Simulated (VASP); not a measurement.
# C4N (Pm-3m) in VASP: further runs

The runs below take C4N through single point, relaxation of cell and atoms, with PBE.

Everything below comes from runs of VASP 6.6.1. Logs are shortened: lines on timing, memory, paths and dates and some standing lists are left out, and cuts for length are marked.

## Step 1: The cell of the first run

Symmetry: Pm-3m, No. 221, cubic system. The conventional cell has a = 3.331 Å, b = 3.331 Å, c = 3.331 Å, α = 90.00°, β = 90.00°, γ = 90.00°. C (site symmetry m-3m) has 12 C at 2.36 Å and 8 N at 2.88 Å within 3.1 Å. C (site symmetry 4/mmm) has 2 N at 1.67 Å within 2.2 Å. Within 2.2 Å of N (site symmetry m-3m) lie 6 C at 1.67 Å.

## Step 2: Single point, PBE

INCAR reads:

```
SYSTEM = C4N
ALGO = Normal
EDIFF = 1E-6
ENCUT = 520
GGA = PE
ISIF = 2
ISMEAR = 0
LASPH = .TRUE.
LCHARG = .FALSE.
LREAL = .FALSE.
LWAVE = .FALSE.
NBANDS = 18
NELM = 100
PREC = Accurate
SIGMA = 0.1
```

KPOINTS reads:

```
k-points
0
G
  4 4 4
  0 0 0
```

POSCAR reads:

```
C4N
1.0
    3.3313014621      0.0000000000      0.0000000000
    0.0000000000      3.3313014621      0.0000000000
    0.0000000000      0.0000000000      3.3313014621
C N
4 1
Direct
    0.0000000000      0.0000000000      0.0000000000
    0.5000000000      0.5000000000      0.0000000000
    0.5000000000      0.0000000000      0.5000000000
    0.0000000000      0.5000000000      0.5000000000
    0.5000000000      0.5000000000      0.5000000000
```

Potentials or basis: VASP PAW PBE potentials, release 64 (C, N).

Run with:

```console
> cat potpaw_PBE.64/C/POTCAR potpaw_PBE.64/N/POTCAR > POTCAR
> mpirun -np 1 vasp_std > vasp.out
```

OUTCAR:

```text
SYSTEM = C4N
   EDIFF = 1E-6
   ENCUT = 520
   GGA = PE
   ISIF = 2
   ISMEAR = 0
   LASPH = .TRUE.
   LREAL = .FALSE.
   NELM = 100
   PREC = Accurate

 ion  position               nearest neighbor table
   1  0.000  0.000  0.000-
   2  0.500  0.500  0.000-   5 1.67   5 1.67
   3  0.500  0.000  0.500-   5 1.67   5 1.67
   4  0.000  0.500  0.500-   5 1.67   5 1.67
   5  0.500  0.500  0.500-   2 1.67   3 1.67   4 1.67   2 1.67   3 1.67   4 1.67

  LATTYP: Found a simple cubic cell.
 ALAT       =     3.3313014621

  Lattice vectors:

 A1 = (   3.3313014621,   0.0000000000,   0.0000000000)
 A2 = (   0.0000000000,   3.3313014621,   0.0000000000)
 A3 = (   0.0000000000,   0.0000000000,   3.3313014621)

Analysis of symmetry for initial positions (statically):
=====================================================================
 Subroutine PRICEL returns:
 Original cell was already a primitive cell.

 Routine SETGRP: Setting up the symmetry group for a
 simple cubic supercell.

 Subroutine GETGRP returns: Found 48 space group operations
 (whereof 48 operations were pure point group operations)
 out of a pool of 48 trial point group operations.

The static configuration has the point symmetry O_h .

Analysis of symmetry for dynamics (positions and initial velocities):
=====================================================================
 Subroutine PRICEL returns:
 Original cell was already a primitive cell.

 Routine SETGRP: Setting up the symmetry group for a
 simple cubic supercell.

 Subroutine GETGRP returns: Found 48 space group operations
 (whereof 48 operations were pure point group operations)
 out of a pool of 48 trial point group operations.

The dynamic configuration has the point symmetry O_h .

 Subroutine INISYM returns: Found 48 space group operations
 (whereof 48 operations are pure point group operations),
 and found     1 'primitive' translations

----------------------------------------------------------------------------------------

                                     Primitive cell

  volume of cell :      36.9693

  direct lattice vectors                    reciprocal lattice vectors
     3.331301462  0.000000000  0.000000000     0.300182980  0.000000000  0.000000000
     0.000000000  3.331301462  0.000000000     0.000000000  0.300182980  0.000000000
     0.000000000  0.000000000  3.331301462     0.000000000  0.000000000  0.300182980

  length of vectors
     3.331301462  3.331301462  3.331301462     0.300182980  0.300182980  0.300182980

  position of ions in fractional coordinates (direct lattice)
     0.000000000  0.000000000  0.000000000
     0.500000000  0.500000000  0.000000000
     0.500000000  0.000000000  0.500000000
     0.000000000  0.500000000  0.500000000
     0.500000000  0.500000000  0.500000000

  ion indices of the primitive-cell ions
   primitive index   ion index
                 1           1
                 2           2
                 3           3
                 4           4
                 5           5

----------------------------------------------------------------------------------------

 KPOINTS: k-points

Automatic generation of k-mesh.
 Grid dimensions read from file:
 generate k-points for:    4    4    4

 Generating k-lattice:

  Cartesian coordinates                     Fractional coordinates (reciprocal lattice)
     0.075045745  0.000000000  0.000000000     0.250000000  0.000000000  0.000000000
     0.000000000  0.075045745  0.000000000     0.000000000  0.250000000  0.000000000
     0.000000000  0.000000000  0.075045745     0.000000000  0.000000000  0.250000000

  Length of vectors
     0.075045745  0.075045745  0.075045745

  Shift w.r.t. Gamma in fractional coordinates (k-lattice)
     0.000000000  0.000000000  0.000000000

 Subroutine IBZKPT returns following result:
 ===========================================

 Found     10 irreducible k-points:

 Following reciprocal coordinates:
            Coordinates               Weight
  0.000000  0.000000  0.000000      1.000000
  0.250000  0.000000  0.000000      6.000000
  0.500000  0.000000  0.000000      3.000000
  0.250000  0.250000  0.000000     12.000000
  0.500000  0.250000  0.000000     12.000000
  0.500000  0.500000  0.000000      3.000000
  0.250000  0.250000  0.250000      8.000000
  0.500000  0.250000  0.250000     12.000000
  0.500000  0.500000  0.250000      6.000000
  0.500000  0.500000  0.500000      1.000000
   k-points           NKPTS =     10   k-points in BZ     NKDIM =     10   number of bands    NBANDS=     18
   number of dos      NEDOS =    301   number of ions     NIONS =      5
   total plane-waves  NPLWV =  21952
   dimension x,y,z NGX =    28 NGY =   28 NGZ =   28
   dimension x,y,z NGXF=    56 NGYF=   56 NGZF=   56
   ions per type =               4   1
   NGX,Y,Z   is equivalent  to a cutoff of  13.97, 13.97, 13.97 a.u.
   NGXF,Y,Z  is equivalent  to a cutoff of  27.95, 27.95, 27.95 a.u.
 SYSTEM =  C4N
   PREC   = accura    normal or accurate (medium, high low for compatibility)
   ISTART =      0    job   : 0-new  1-cont  2-samecut
   ICHARG =      2    charge: 1-file 2-atom 10-const
   ISPIN  =      1    spin polarized calculation?
   LNONCOLLINEAR =      F non collinear calculations
   LSORBIT =      F    spin-orbit coupling
   LASPH  =      T    aspherical Exc in radial PAW
   ENCUT  =  520.0 eV  38.22 Ry    6.18 a.u.   6.19  6.19  6.19*2*pi/ulx,y,z
   NELM   =    100;   NELMIN=  2; NELMDL= -5     # of ELM steps
   EDIFF  = 0.1E-05   stopping-criterion for ELM
   LREAL  =      F    real-space projection
   EDIFFG = 0.1E-04   stopping-criterion for IOM
   NSW    =      0    number of steps for IOM
   IBRION =     -1    ionic relax: 0-MD 1-quasi-New 2-CG
   NFREE  =      0    steps in history (QN), initial steepest desc. (CG)
   ISIF   =      2    stress and relaxation
   ISYM   =      2    0-nonsym 1-usesym 2-fastsym
   POTIM  = 0.5000    time-step for ionic-motion
   TEBEG  =    0.0;   TEEND  =   0.0 temperature during run
   PSTRESS=    0.0 pullay stress
   NELECT =      21.0000    total number of electrons
   NUPDOWN=      -1.0000    fix difference up-down
   EMIN   =  10.00;   EMAX   =-10.00  energy-range for DOS
   EFERMI =   0.00;   METHOD = LEGACY
   ISMEAR =     0;   SIGMA  =   0.10  broadening in eV -4-tet -1-fermi 0-gaus
   EFERMI_NEDOS =   21; number of points for ismear=-14 and -15
   IALGO  =     38    algorithm
   IMIX   =      4    mixing-type and parameters
     AMIX     =   0.40;   BMIX     =  1.00
     AMIX_MAG =   1.60;   BMIX_MAG =  1.00
  volume/ion in A,a.u.               =       7.39        49.90
  Fermi-wavevector in a.u.,A,eV,Ry     =   1.355816  2.562120 25.010722  1.838236
  Thomas-Fermi vector in A             =   2.482871
   LORBIT       =      0    0 simple, 1 ext, 2 COOP (PROOUT), +10 PAW based schemes
   GGA     = PE    functional components
   LHFCALC =     F    Hartree Fock is set to
   AEXX    =    0.0000 exact exchange contribution
   IVDW    =     0    specifies the selected vdW correction
   LEPSILON=     F    determine dielectric tensor
   LRPA    =     F    only Hartree local field effects (RPA)
 non-spin polarized calculation
 Gauss-broadening in eV      SIGMA  =   0.10
  energy-cutoff  :      520.00
  volume of cell :       36.97
 maximum number of plane-waves:      1021
 NGX is ok and might be reduce to    28
   NGX = 13   NGY = 13   NGZ = 13

 number of electron      20.9999999 magnetization

 Free energy of the ion-electron system (eV)
  ---------------------------------------------------
  ext. energy  EPLUGINS =         0.00000000
  ---------------------------------------------------
  free energy    TOTEN  =       -24.33992377 eV

  energy without entropy =      -24.31681056  energy(sigma->0) =      -24.32836717

 E-fermi :   7.1484     XC(G=0): -12.4764

 val. band max:        7.1381296074   @ k =   0.5000   0.2500   0.0000
 cond. band min:       7.3936588960   @ k =   0.5000   0.2500   0.2500
 fundamental gap:      0.2555292886
 Fermi energy:         7.1484199572

 k-point     1 :       0.0000    0.0000    0.0000
  band No.  band energies     occupation
      1     -14.7338      2.00000
      2      -3.5708      2.00000
      3      -3.5708      2.00000
      4      -3.5708      2.00000
      5      -3.5707      2.00000
      6      -0.1547      2.00000
[... 10 lines left out ...]
     17      12.4695      0.00000
     18      18.7630      0.00000

 k-point     2 :       0.2500    0.0000    0.0000
  band No.  band energies     occupation
      1     -14.3772      2.00000
      2      -6.6505      2.00000
      3      -3.2723      2.00000
      4      -3.2723      2.00000
      5      -2.0683      2.00000
      6       0.0951      2.00000
[... 10 lines left out ...]
     17      11.6871      0.00000
     18      16.0130      0.00000

 k-point     3 :       0.5000    0.0000    0.0000
  band No.  band energies     occupation
      1     -13.9234      2.00000
      2      -8.2234      2.00000
      3      -2.9227      2.00000
      4      -2.9227      2.00000
      5      -0.6048      2.00000
      6      -0.2199      2.00000
[... 10 lines left out ...]
     17      10.6173      0.00000
     18      12.1280      0.00000

 k-point     4 :       0.2500    0.2500    0.0000
  band No.  band energies     occupation
      1     -14.0432      2.00000
      2      -6.4973      2.00000
      3      -5.7233      2.00000
      4      -2.9968      2.00000
      5      -1.3721      2.00000
      6       0.5091      2.00000
[... 81 lines left out ...]
      4      -4.9013      2.00000
      5      -2.1533      2.00000
      6       1.2663      2.00000
[... 10 lines left out ...]
     17      12.0194      0.00000
     18      12.2885      0.00000

 k-point     9 :       0.5000    0.5000    0.2500
  band No.  band energies     occupation
      1     -13.0106      2.00000
      2      -6.4623      2.00000
      3      -6.4623      2.00000
      4      -4.6231      2.00000
      5      -3.0126      2.00000
      6       1.5871      2.00000
[... 10 lines left out ...]
     17      12.3340      0.00000
     18      12.4751      0.00000

 k-point    10 :       0.5000    0.5000    0.5000
  band No.  band energies     occupation
      1     -12.7093      2.00000
      2      -5.9522      2.00000
      3      -5.9522      2.00000
      4      -5.9522      2.00000
      5      -1.6764      2.00000
      6      -0.0972      2.00000
[... 10 lines left out ...]
     17      11.8181      0.00000
     18      11.8181      0.00000

------------------------ aborting loop because EDIFF is reached ----------------------------------------

  FORCE on cell =-STRESS in cart. coord.  units (eV):
  Direction    XX          YY          ZZ          XY          YZ          ZX
  --------------------------------------------------------------------------------------
  -------------------------------------------------------------------------------------
  Total       -0.1188747     -0.1188747     -0.1188747     -0.0000000     -0.0000000      0.0000000
  in kB       -5.1517927     -5.1517927     -5.1517927     -0.0000000     -0.0000000      0.0000000
  external PRESSURE =      -5.1517927 kB  Pullay stress =       0.0000000 kB

 VOLUME and BASIS-vectors are now :
 -----------------------------------------------------------------------------
  energy-cutoff  :      520.00
  volume of cell :       36.97
      direct lattice vectors                 reciprocal lattice vectors
     3.331301462  0.000000000  0.000000000     0.300182980  0.000000000  0.000000000
     0.000000000  3.331301462  0.000000000     0.000000000  0.300182980  0.000000000
     0.000000000  0.000000000  3.331301462     0.000000000  0.000000000  0.300182980

 POSITION                                       TOTAL-FORCE (eV/Angst)
 -----------------------------------------------------------------------------------
      0.00000      0.00000      0.00000         0.000000      0.000000      0.000000
      1.66565      1.66565      0.00000         0.000000      0.000000      0.000000
      1.66565      0.00000      1.66565         0.000000      0.000000      0.000000
      0.00000      1.66565      1.66565         0.000000      0.000000      0.000000
      1.66565      1.66565      1.66565         0.000000      0.000000      0.000000
 -----------------------------------------------------------------------------------
    total drift:                                0.000000      0.000000      0.000000

  FREE ENERGIE OF THE ION-ELECTRON SYSTEM (eV)
  ---------------------------------------------------
  free  energy   TOTEN  =       -24.3399237724 eV

  energy  without entropy=      -24.3168105584  energy(sigma->0) =      -24.32836717
```

Wall time 4.6 s (1 thread of AMD EPYC 9R45 (Zen 5), shared host); peak memory 0.11 GiB.

What came out:

| Quantity | Value |
| --- | --- |
| Free energy | -24.3399 eV |
| Pressure | -0.5 GPa |

Caveat: the k points lie up to 0.47 Å⁻¹ apart.

## Step 3: Relaxation of cell and atoms, PBE

This run uses another cell than the first one, of 12.50 Å³/atom, 1.691 times its volume.

INCAR reads:

```
SYSTEM = C4N
PREC = Accurate
ENCUT = 600
EDIFF = 1E-6
ISMEAR = 0
SIGMA = 0.1
LREAL = .False.
LASPH = .True.
NELM = 100
ALGO = Normal
ISIF = 3
LWAVE = .False.
LCHARG = .False.
GGA = PE
IBRION = 2
NSW = 90
EDIFFG = -0.04
```

KPOINTS reads:

```
regular mesh
0
Gamma
  4 4 4
  0 0 0
```

Changes to POSCAR since step 2:

```diff
@@ -2,5 +2,5 @@
 1.0
-    3.3313014621      0.0000000000      0.0000000000
-    0.0000000000      3.3313014621      0.0000000000
-    0.0000000000      0.0000000000      3.3313014621
+    3.9688800800      0.0000000000      0.0000000000
+    0.0000000000      3.9688800800      0.0000000000
+    0.0000000000      0.0000000000      3.9688800800
 C N
```

Potentials or basis: VASP PAW PBE potentials, release 64 (C, N).

Run with:

```console
> cat potpaw_PBE.64/C/POTCAR potpaw_PBE.64/N/POTCAR > POTCAR
> mpirun -np 1 vasp_std > vasp.out
```

It took 15 s on 1 thread of AMD EPYC 9R45 (Zen 5), shared host; peak memory 0.14 GiB.

Results (log left out):

| Property | Result |
| --- | --- |
| Free energy | -24.3854 eV |
| Relaxed volume | 7.39 Å³/atom |
| Relaxed cell | a = 3.331 Å, b = 3.331 Å, c = 3.331 Å, α = 90.00°, β = 90.00°, γ = 90.00° |
| Space group after relaxing (to 0.05 Å) | Pm-3m (No. 221) |
| Energy gained by relaxing | 711.2 meV/atom |
| Ionic steps | 3 |
| Pressure after relaxing | -0.5 GPa |

Step by step:
| step | energy change (eV) | largest force (eV/Å) | pressure (GPa) | volume (Å³) |
| --- | --- | --- | --- | --- |
| 1 | 0.0000 | 0.0000 | -27.59 | 62.52 |
| 2 | -2.8636 | 0.0000 | -21.99 | 44.99 |
| 3 | -3.5561 | 0.0000 | -0.52 | 36.97 |

Final structure:
```
CELL_PARAMETERS angstrom
3.33124 0.00000 0.00000
0.00000 3.33124 0.00000
0.00000 0.00000 3.33124
ATOMIC_POSITIONS crystal
C 0.00000 0.00000 0.00000
C 0.50000 0.50000 0.00000
C 0.50000 0.00000 0.50000
C 0.00000 0.50000 0.50000
N 0.50000 0.50000 0.50000
```

Levels at points of the mesh, in eV from the Fermi level:
| k point | band 7 | band 8 | band 9 | band 10 | band 11 | band 12 | band 13 | band 14 |
| --- | --- | --- | --- | --- | --- | --- | --- | --- |
| (0.00, 0.00, 0.00) | -7.30 | -1.83 | -1.83 | -1.83 | -1.19 | 1.27 | 1.27 | 1.27 |
| (0.50, 0.00, 0.00) | -6.76 | -3.03 | -3.03 | -0.61 | 1.08 | 1.08 | 1.73 | 1.82 |
| (0.50, 0.50, 0.00) | -2.57 | -2.57 | -1.51 | -0.99 | -0.99 | -0.02 | 1.94 | 1.94 |
| (0.50, 0.50, 0.50) | -7.25 | -7.25 | 2.24 | 2.24 | 2.45 | 2.45 | 2.45 | 4.40 |

Caveat: the k points lie up to 0.47 Å⁻¹ apart in the final cell; the volume moved by over 15 % at a fixed basis, so the end points are rough.
